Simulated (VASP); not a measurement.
# GaAs (F-43m) in VASP: vibrations by perturbation theory with LDA

Aim: the vibrations by perturbation theory of GaAs with LDA.

All numbers are computed with VASP 6.6.1; they aren't measurements. Logs are shortened: lines on timing, memory, paths and dates and some standing lists are left out, and cuts for length are marked.

## (1) The cell of the first run

Symmetry: F-43m, No. 216, cubic system. Conventional cell: a = 5.603 Å, b = 5.603 Å, c = 5.603 Å, α = 90.00°, β = 90.00°, γ = 90.00°. Within 3.2 Å of Ga (site symmetry -43m) lie 4 As at 2.43 Å. Within 3.2 Å of As (site symmetry -43m) lie 4 Ga at 2.43 Å.

## (2) Vibrations by perturbation theory, LDA

INCAR reads:

```
  ALGO = Normal
  EDIFF = 1E-8
  ENCUT = 520
  IBRION = 8
  ISIF = 2
  ISMEAR = 0
  LASPH = T
  LCHARG = F
  LEPSILON = T
  LREAL = F
  LWAVE = F
  NELM = 100
  NSW = 1
  PREC = Accurate
  SIGMA = 0.01
```

KPOINTS reads:

```
k-points
0
Gamma
  12 12 12
```

POSCAR reads:

```
GaAs
1.0
    0.0000000000      2.8015691414      2.8015691414
    2.8015691414      0.0000000000      2.8015691414
    2.8015691414      2.8015691414      0.0000000000
Ga As
1 1
Direct
    0.0000000000      0.0000000000      0.0000000000
    0.7500000000      0.7500000000      0.7500000000
```

Potentials or basis: VASP PAW LDA potentials, release 64 (Ga_d, As).

Started as:

```bash
$ cat potpaw_LDA.64/Ga_d/POTCAR potpaw_LDA.64/As/POTCAR > POTCAR
$ mpirun -np 1 vasp_std > vasp.out
```

OUTCAR:

```text
EDIFF = 1E-8
   ENCUT = 520
   IBRION = 8
   ISIF = 2
   ISMEAR = 0
   LASPH = T
   LEPSILON = T
   LREAL = F
   NELM = 100
   NSW = 1
   PREC = Accurate

 ion  position               nearest neighbor table
   1  0.000  0.000  0.000-   2 2.43   2 2.43   2 2.43   2 2.43
   2  0.750  0.750  0.750-   1 2.43   1 2.43   1 2.43   1 2.43

  LATTYP: Found a face centered cubic cell.
 ALAT       =     5.6031382828

  Lattice vectors:

 A1 = (   0.0000000000,   2.8015691414,   2.8015691414)
 A2 = (   2.8015691414,   0.0000000000,   2.8015691414)
 A3 = (   2.8015691414,   2.8015691414,   0.0000000000)

Analysis of symmetry for initial positions (statically):
=====================================================================
 Subroutine PRICEL returns:
 Original cell was already a primitive cell.

 Routine SETGRP: Setting up the symmetry group for a
 face centered cubic supercell.

 Subroutine GETGRP returns: Found 24 space group operations
 (whereof 24 operations were pure point group operations)
 out of a pool of 48 trial point group operations.

The static configuration has the point symmetry T_d .

Analysis of symmetry for dynamics (positions and initial velocities):
=====================================================================
 Subroutine PRICEL returns:
 Original cell was already a primitive cell.

 Routine SETGRP: Setting up the symmetry group for a
 face centered cubic supercell.

 Subroutine GETGRP returns: Found 24 space group operations
 (whereof 24 operations were pure point group operations)
 out of a pool of 48 trial point group operations.

The dynamic configuration has the point symmetry T_d .

 Subroutine INISYM returns: Found 24 space group operations
 (whereof 24 operations are pure point group operations),
 and found     1 'primitive' translations

----------------------------------------------------------------------------------------

[... 614 lines left out ...]
     0.00000  0.00416  7.45736
     0.00000  7.45736  0.00416

 MACROSCOPIC STATIC DIELECTRIC TENSOR (including local field effects in DFT)
 ------------------------------------------------------
          17.632283     0.000000     0.000000
           0.000000    17.632283    -0.000000
           0.000000    -0.000000    17.632283
 ------------------------------------------------------

 PIEZOELECTRIC TENSOR (including local field effects)  for field in x, y, z        (e  Angst)
          XX          YY          ZZ          XY          YZ          ZX
  --------------------------------------------------------------------------------
  x    -0.00000    -0.00000    -0.00000     0.00000     2.27030     0.00000
  y     0.00000    -0.00000    -0.00000     0.00000     0.00000     2.27030
  z    -0.00000    -0.00000    -0.00000     2.27030     0.00000     0.00000

 PIEZOELECTRIC TENSOR (including local field effects)  for field in x, y, z        (C/m^2)
          XX          YY          ZZ          XY          YZ          ZX
  --------------------------------------------------------------------------------
  x    -0.00000    -0.00000    -0.00000     0.00000     0.82710     0.00000
  y     0.00000    -0.00000    -0.00000     0.00000     0.00000     0.82710
  z    -0.00000    -0.00000    -0.00000     0.82710     0.00000     0.00000

 BORN EFFECTIVE CHARGES (including local field effects) (in |e|, cummulative output)
 ---------------------------------------------------------------------------------
 ion    1
    1     2.07858     0.00000    -0.00000
    2    -0.00000     2.07858     0.00000
    3    -0.00000    -0.00000     2.07858
 ion    2
    1    -2.07858    -0.00000     0.00000
    2     0.00000    -2.07858    -0.00000
    3     0.00000     0.00000    -2.07858

 INTERNAL STRAIN TENSOR FOR ION    2 for displacements in x,y,z  (eV/Angst):
          X           Y           Z          XY          YZ          ZX
  --------------------------------------------------------------------------------
  x    -0.00000     0.00000     0.00000     0.00000     7.45736     0.00000
  y    -0.00000     0.00000    -0.00000     0.00000     0.00000     7.45736
  z     0.00000     0.00000    -0.00000     7.45736     0.00000     0.00000

 SECOND DERIVATIVES (NOT SYMMETRIZED)
 ------------------------------------
               1X          1Y          1Z          2X          2Y          2Z
  1X    -9.774422    0.000000    0.000000    9.774422    0.000000    0.000000
  1Y     0.000000   -9.774422    0.000000    0.000000    9.774422    0.000000
  1Z     0.000000    0.000000   -9.774422    0.000000    0.000000    9.774422
  2X     9.718795    0.000000    0.000000   -9.718795    0.000000    0.000000
  2Y     0.000000    9.718795    0.000000    0.000000   -9.718795    0.000000
  2Z     0.000000    0.000000    9.718795    0.000000    0.000000   -9.718795

 Eigenvectors and eigenvalues of the dynamical matrix
 ----------------------------------------------------

   1 f  =    8.121929 THz    51.031586 2PiTHz  270.918397 cm-1    33.589585 meV
             X         Y         Z           dx          dy          dz
      0.000000  0.000000  0.000000    -0.000000    0.720692    0.000000
      4.202354  4.202354  4.202354     0.000000   -0.693256    0.000000
[... 21 lines left out ...]
   6 f/i=    0.011580 THz     0.072758 2PiTHz    0.386261 cm-1     0.047890 meV
             X         Y         Z           dx          dy          dz
      0.000000  0.000000  0.000000     0.125739    0.537531    0.419350
      4.202354  4.202354  4.202354     0.130716    0.558803    0.435946

--------------------------------------------------------------------------------------------------------

 MACROSCOPIC STATIC DIELECTRIC TENSOR IONIC CONTRIBUTION
 ------------------------------------------------------
           1.823941     0.000000     0.000000
           0.000000     1.823941    -0.000000
           0.000000    -0.000000     1.823941
 ------------------------------------------------------

 ELASTIC MODULI CONTR FROM IONIC RELAXATION (kBar)
 Direction    XX          YY          ZZ          XY          YZ          ZX
 --------------------------------------------------------------------------------
 XX          -0.0000      0.0000      0.0000     -0.0000      0.0000      0.0000
 YY           0.0000     -0.0000      0.0000     -0.0000     -0.0000     -0.0000
 ZZ           0.0000      0.0000     -0.0000      0.0000     -0.0000      0.0000
 XY          -0.0000     -0.0000      0.0000   -206.0701     -0.0000      0.0000
 YZ           0.0000     -0.0000     -0.0000     -0.0000   -206.0701     -0.0000
 ZX           0.0000     -0.0000      0.0000      0.0000     -0.0000   -206.0701
 --------------------------------------------------------------------------------

 PIEZOELECTRIC TENSOR IONIC CONTR  for field in x, y, z        (C/m^2)
          XX          YY          ZZ          XY          YZ          ZX
  --------------------------------------------------------------------------------
  x     0.00000    -0.00000    -0.00000    -0.00000    -0.57688    -0.00000
  y     0.00000    -0.00000     0.00000     0.00000    -0.00000    -0.57688
  z    -0.00000    -0.00000     0.00000    -0.57688    -0.00000     0.00000
```

It took 21 min on 1 thread of AMD EPYC 7R13 (Zen 3), shared host; peak memory 0.48 GiB.

What came out:

```
Electronic dielectric tensor (diagonal)                 : 17.63
Born charges (mean of the diagonal)                     : Ga +2.08; As -2.08 e
Highest phonon frequency at Γ, LO-TO splitting left out : 271 cm⁻¹
```

Phonon frequencies in cm⁻¹ (negative: imaginary):
```
              q point        frequencies
(0.000, 0.000, 0.000)  0 0 0 271 271 271
```

Electronic dielectric tensor:
```
17.63  0.00  0.00
 0.00 17.63  0.00
 0.00  0.00 17.63
```

Born effective charge tensors (e):
atom 1, Ga
```
2.08 0.00 0.00
0.00 2.08 0.00
0.00 0.00 2.08
```
atom 2, As
```
-2.08  0.00  0.00
 0.00 -2.08  0.00
 0.00  0.00 -2.08
```
